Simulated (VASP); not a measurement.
# TaN2 (P6/mmm) in VASP: relaxation of cell and atoms with PBE

Aim: the relaxation of cell and atoms of TaN2 with PBE.

All numbers are computed with VASP 6.6.1; they aren't measurements. Logs are shortened: lines on timing, memory, paths and dates and some standing lists are left out, and cuts for length are marked.

## (1) The cell of the first run

The structure is hexagonal, space group P6/mmm (No. 191). The conventional cell has a = 3.485 Å, b = 3.485 Å, c = 2.687 Å, α = 90.00°, β = 90.00°, γ = 120.00°. Ta (site symmetry 6/mmm) has 12 N at 2.42 Å and 2 Ta at 2.69 Å within 3.2 Å. N (site symmetry -6m2) has 5 N at 2.01 to 2.69 Å and 6 Ta at 2.42 Å within 2.7 Å.

## (2) Relaxation of cell and atoms, PBE

File INCAR:

```
SYSTEM = TaN2
  ALGO = Normal
  EDIFF = 1E-6
  EDIFFG = -0.01
  ENCUT = 600
  GGA = PE
  IBRION = 2
  ISIF = 3
  ISMEAR = 0
  LASPH = .TRUE.
  LCHARG = .FALSE.
  LREAL = .FALSE.
  LWAVE = .FALSE.
  NELM = 60
  NSW = 100
  PREC = Accurate
  SIGMA = 0.1
```

File KPOINTS:

```
k-points
0
G
  18 18 18
  0 0 0
```

File POSCAR:

```
TaN2
1.0
    3.4848533173      0.0000000000      0.0000000000
   -1.7424266586      3.0179715012      0.0000000000
    0.0000000000      0.0000000000      2.6868006242
Ta N
1 2
Direct
    0.0000000000      0.0000000000      0.0000000000
    0.3333333333      0.6666666667      0.5000000000
    0.6666666667      0.3333333333      0.5000000000
```

Potentials or basis: VASP PAW PBE potentials, release 64 (Ta_pv, N).

Run with:

```
$ cat potpaw_PBE.64/Ta_pv/POTCAR potpaw_PBE.64/N/POTCAR > POTCAR
$ mpirun -np 1 vasp_std > vasp.out
```

OUTCAR:

```text
SYSTEM = TaN2
   EDIFF = 1E-6
   EDIFFG = -0.01
   ENCUT = 600
   GGA = PE
   IBRION = 2
   ISIF = 3
   ISMEAR = 0
   LASPH = .TRUE.
   LREAL = .FALSE.
   NELM = 60
   NSW = 100
   PREC = Accurate

 ion  position               nearest neighbor table
   1  0.000  0.000  0.000-   2 2.42   3 2.42   2 2.42   3 2.42   2 2.42   2 2.42   3 2.42   3 2.42
                             3 2.42   3 2.42   2 2.42   2 2.42
   2  0.333  0.667  0.500-   1 2.42   1 2.42   1 2.42   1 2.42   1 2.42   1 2.42
   3  0.667  0.333  0.500-   1 2.42   1 2.42   1 2.42   1 2.42   1 2.42   1 2.42

  LATTYP: Found a hexagonal cell.
 ALAT       =     3.4848533173
 C/A-ratio  =     0.7709938926

  Lattice vectors:

 A1 = (   3.4848533173,   0.0000000000,   0.0000000000)
 A2 = (  -1.7424266586,   3.0179715012,   0.0000000000)
 A3 = (   0.0000000000,   0.0000000000,   2.6868006242)

Analysis of symmetry for initial positions (statically):
=====================================================================
 Subroutine PRICEL returns:
 Original cell was already a primitive cell.

 Routine SETGRP: Setting up the symmetry group for a
 hexagonal supercell.

 Subroutine GETGRP returns: Found 24 space group operations
 (whereof 24 operations were pure point group operations)
 out of a pool of 24 trial point group operations.

The static configuration has the point symmetry D_6h.

Analysis of symmetry for dynamics (positions and initial velocities):
=====================================================================
 Subroutine PRICEL returns:
 Original cell was already a primitive cell.

 Routine SETGRP: Setting up the symmetry group for a
 hexagonal supercell.

 Subroutine GETGRP returns: Found 24 space group operations
 (whereof 24 operations were pure point group operations)
 out of a pool of 24 trial point group operations.

The dynamic configuration has the point symmetry D_6h.

 Subroutine INISYM returns: Found 24 space group operations
 (whereof 24 operations are pure point group operations),
 and found     1 'primitive' translations

----------------------------------------------------------------------------------------

                                     Primitive cell

  volume of cell :      28.2576

  direct lattice vectors                    reciprocal lattice vectors
     3.484853317  0.000000000  0.000000000     0.286956124  0.165674195  0.000000000
    -1.742426659  3.017971501  0.000000000     0.000000000  0.331348391  0.000000000
     0.000000000  0.000000000  2.686800624     0.000000000  0.000000000  0.372189879

  length of vectors
     3.484853317  3.484853317  2.686800624     0.331348391  0.331348391  0.372189879

  position of ions in fractional coordinates (direct lattice)
     0.000000000  0.000000000  0.000000000
     0.333333333  0.666666667  0.500000000
     0.666666667  0.333333333  0.500000000

  ion indices of the primitive-cell ions
   primitive index   ion index
                 1           1
                 2           2
                 3           3

----------------------------------------------------------------------------------------

 KPOINTS: k-points

Automatic generation of k-mesh.
 Grid dimensions read from file:
 generate k-points for:   18   18   18

 Generating k-lattice:

  Cartesian coordinates                     Fractional coordinates (reciprocal lattice)
     0.015942007  0.009204122  0.000000000     0.055555556  0.000000000  0.000000000
     0.000000000  0.018408244  0.000000000     0.000000000  0.055555556  0.000000000
     0.000000000  0.000000000  0.020677216     0.000000000  0.000000000  0.055555556

  Length of vectors
     0.018408244  0.018408244  0.020677216

  Shift w.r.t. Gamma in fractional coordinates (k-lattice)
     0.000000000  0.000000000  0.000000000

 Subroutine IBZKPT returns following result:
 ===========================================

 Found    370 irreducible k-points:

 Following reciprocal coordinates:
            Coordinates               Weight
  0.000000  0.000000  0.000000      1.000000
  0.055556 -0.000000  0.000000      6.000000
  0.111111 -0.000000  0.000000      6.000000
  0.166667  0.000000  0.000000      6.000000
  0.222222  0.000000  0.000000      6.000000
  0.277778 -0.000000  0.000000      6.000000
[... 16 lines left out ...]
  0.333333  0.111111  0.000000     12.000000
  0.388889  0.111111  0.000000     12.000000
 [... further k-points ...]
   k-points           NKPTS =    370   k-points in BZ     NKDIM =    370   number of bands    NBANDS=     14
   number of dos      NEDOS =    301   number of ions     NIONS =      3
   total plane-waves  NPLWV =  18816
   dimension x,y,z NGX =    28 NGY =   28 NGZ =   24
   dimension x,y,z NGXF=    56 NGYF=   56 NGZF=   48
   ions per type =               1   2
   NGX,Y,Z   is equivalent  to a cutoff of  13.36, 13.36, 14.85 a.u.
   NGXF,Y,Z  is equivalent  to a cutoff of  26.71, 26.71, 29.70 a.u.
 SYSTEM =  TaN2
   PREC   = accura    normal or accurate (medium, high low for compatibility)
   ISTART =      0    job   : 0-new  1-cont  2-samecut
   ICHARG =      2    charge: 1-file 2-atom 10-const
   ISPIN  =      1    spin polarized calculation?
   LNONCOLLINEAR =      F non collinear calculations
   LSORBIT =      F    spin-orbit coupling
   LASPH  =      T    aspherical Exc in radial PAW
   ENCUT  =  600.0 eV  44.10 Ry    6.64 a.u.   6.96  6.96  5.37*2*pi/ulx,y,z
   NELM   =     60;   NELMIN=  2; NELMDL= -5     # of ELM steps
   EDIFF  = 0.1E-05   stopping-criterion for ELM
   LREAL  =      F    real-space projection
   EDIFFG = -.1E-01   stopping-criterion for IOM
   NSW    =    100    number of steps for IOM
   IBRION =      2    ionic relax: 0-MD 1-quasi-New 2-CG
   NFREE  =      1    steps in history (QN), initial steepest desc. (CG)
   ISIF   =      3    stress and relaxation
   ISYM   =      2    0-nonsym 1-usesym 2-fastsym
   POTIM  = 0.5000    time-step for ionic-motion
   TEBEG  =    0.0;   TEEND  =   0.0 temperature during run
   PSTRESS=    0.0 pullay stress
   NELECT =      21.0000    total number of electrons
   NUPDOWN=      -1.0000    fix difference up-down
   EMIN   =  10.00;   EMAX   =-10.00  energy-range for DOS
   EFERMI =   0.00;   METHOD = LEGACY
   ISMEAR =     0;   SIGMA  =   0.10  broadening in eV -4-tet -1-fermi 0-gaus
   EFERMI_NEDOS =   21; number of points for ismear=-14 and -15
   IALGO  =     38    algorithm
   IMIX   =      4    mixing-type and parameters
     AMIX     =   0.40;   BMIX     =  1.00
     AMIX_MAG =   1.60;   BMIX_MAG =  1.00
  volume/ion in A,a.u.               =       9.42        63.56
  Fermi-wavevector in a.u.,A,eV,Ry     =   1.482869  2.802217 29.917873  2.198902
  Thomas-Fermi vector in A             =   2.596602
   LORBIT       =      0    0 simple, 1 ext, 2 COOP (PROOUT), +10 PAW based schemes
   GGA     = PE    functional components
   LHFCALC =     F    Hartree Fock is set to
   AEXX    =    0.0000 exact exchange contribution
   IVDW    =     0    specifies the selected vdW correction
   LEPSILON=     F    determine dielectric tensor
   LRPA    =     F    only Hartree local field effects (RPA)
 conjugate gradient relaxation of ions
 non-spin polarized calculation
 Gauss-broadening in eV      SIGMA  =   0.10
  energy-cutoff  :      600.00
  volume of cell :       28.26
 maximum number of plane-waves:       959
 NGX is ok and might be reduce to    28
   NGX = 13   NGY = 13   NGZ = 11

--------------------------------------- Ionic step        1  -------------------------------------------

 number of electron      20.9999997 magnetization

 Free energy of the ion-electron system (eV)
  ---------------------------------------------------
  ext. energy  EPLUGINS =         0.00000000
  ---------------------------------------------------
  free energy    TOTEN  =       -25.55090882 eV

  energy without entropy =      -25.54493087  energy(sigma->0) =      -25.54791984

------------------------ aborting loop because EDIFF is reached ----------------------------------------

  FORCE on cell =-STRESS in cart. coord.  units (eV):
  Direction    XX          YY          ZZ          XY          YZ          ZX
  --------------------------------------------------------------------------------------
  -------------------------------------------------------------------------------------
  Total       -0.2377693     -0.2377693      0.2202729     -0.0000000      0.0000000      0.0000000
  in kB      -13.4812842    -13.4812842     12.4892589     -0.0000000      0.0000000      0.0000000
  external PRESSURE =      -4.8244365 kB  Pullay stress =       0.0000000 kB
[... 170 lines left out ...]
  energy  without entropy=      -25.5454996434  energy(sigma->0) =      -25.54858034

--------------------------------------- Ionic step        6  -------------------------------------------

 number of electron      20.9999997 magnetization

 Free energy of the ion-electron system (eV)
  ---------------------------------------------------
  ext. energy  EPLUGINS =         0.00000000
  ---------------------------------------------------
  free energy    TOTEN  =       -25.55166973 eV

  energy without entropy =      -25.54551130  energy(sigma->0) =      -25.54859052

 E-fermi :   8.0940     XC(G=0): -13.3379

 val. band max:        8.0915890661   @ k =   0.1667   0.1667   0.0000
 cond. band min:       8.1001581407   @ k =   0.2222   0.2222   0.1667
 fundamental gap:      0.0085690746
 Fermi energy:         8.0940386882

 k-point     1 :       0.0000    0.0000    0.0000
  band No.  band energies     occupation
      1     -27.4926      2.00000
      2     -27.4926      2.00000
      3     -26.8051      2.00000
      4     -10.9534      2.00000
      5      -2.7124      2.00000
      6       0.7952      2.00000
      7       0.7952      2.00000
      8       4.3398      2.00000
      9       5.4801      2.00000
     10       7.6338      2.00000
     11       7.6338      2.00000
     12       9.2283      0.00000
     13      11.4403      0.00000
     14      11.4403      0.00000
[... 375 lines left out ...]
 k-point    24 :       0.3889    0.1111    0.0000
  band No.  band energies     occupation
      1     -27.7118      2.00000
      2     -27.5602      2.00000
      3     -26.7845      2.00000
      4      -8.3310      2.00000
      5      -6.9822      2.00000
      6       0.1285      2.00000
      7       3.0494      2.00000
      8       5.0447      2.00000
      9       6.4894      2.00000
     10       7.1646      2.00000
     11       7.3733      2.00000
     12       9.2311      0.00000
     13      10.8637      0.00000
     14      11.5358      0.00000

 [... further k-points ...]
[... 5 lines left out ...]
  --------------------------------------------------------------------------------------
  -------------------------------------------------------------------------------------
  Total       -0.0088954     -0.0088954     -0.0004964     -0.0000000     -0.0000000      0.0000000
  in kB       -0.5053189     -0.5053189     -0.0281969     -0.0000000     -0.0000000      0.0000000
  external PRESSURE =      -0.3462782 kB  Pullay stress =       0.0000000 kB
[... 18 lines left out ...]
  FREE ENERGIE OF THE ION-ELECTRON SYSTEM (eV)
  ---------------------------------------------------
  free  energy   TOTEN  =       -25.5516697349 eV

  energy  without entropy=      -25.5455113028  energy(sigma->0) =      -25.54859052

 reached required accuracy - stopping structural energy minimisation
```

It took 3.5 min on 1 thread of Intel Xeon 6975P-C (Granite Rapids), shared host; peak memory 0.32 GiB.

Results:

| Quantity | Value |
| --- | --- |
| Free energy | -25.5517 eV |
| Relaxed volume | 9.40 Å³/atom |
| Relaxed cell | a = 3.478 Å, b = 3.478 Å, c = 2.693 Å, α = 90.00°, β = 90.00°, γ = 120.00° |
| Space group after relaxing (to 0.05 Å) | P6/mmm (No. 191) |
| Energy gained by relaxing | 0.3 meV/atom |
| Ionic steps | 6 |
| Pressure after relaxing | 0.0 GPa |

Step by step:
```csv
step,energy change (eV),largest force (eV/Å),pressure (GPa),volume (Å³)
1,0.0000,0.0000,-0.48,28.26
2,-0.0004,0.0000,0.55,28.14
3,-0.0008,0.0000,0.14,28.19
4,-0.0008,0.0000,0.12,28.19
5,-0.0008,0.0000,-0.16,28.22
6,-0.0008,0.0000,-0.03,28.20
```

Final structure:
```yaml
crystal:
  lattice:
    - [3.47761, 0.00000, 0.00000]
    - [-1.73880, 3.01170, 0.00000]
    - [0.00000, 0.00000, 2.69288]
  atoms:
    - { symbol: Ta, position: [0.00000, 0.00000, 0.00000] }
    - { symbol: N, position: [0.33333, 0.66667, 0.50000] }
    - { symbol: N, position: [0.66667, 0.33333, 0.50000] }
```

Levels at points of the mesh, in eV from the Fermi level:
```tsv
k point	band 8	band 9	band 10	band 11	band 12	band 13	band 14
(0.00, 0.00, 0.00)	-3.75	-2.61	-0.46	-0.46	1.13	3.35	3.35
(0.50, 0.00, 0.00)	-3.16	-1.27	-0.70	-0.38	0.97	2.42	2.96
(0.00, 0.00, 0.50)	-5.06	-4.37	-4.37	-1.99	-0.30	-0.30	6.21
(0.50, 0.00, 0.50)	-5.78	-3.33	0.43	2.30	2.48	3.57	3.77
```

Caveat: spin-orbit coupling is left out, which moves the levels of the heavy elements.
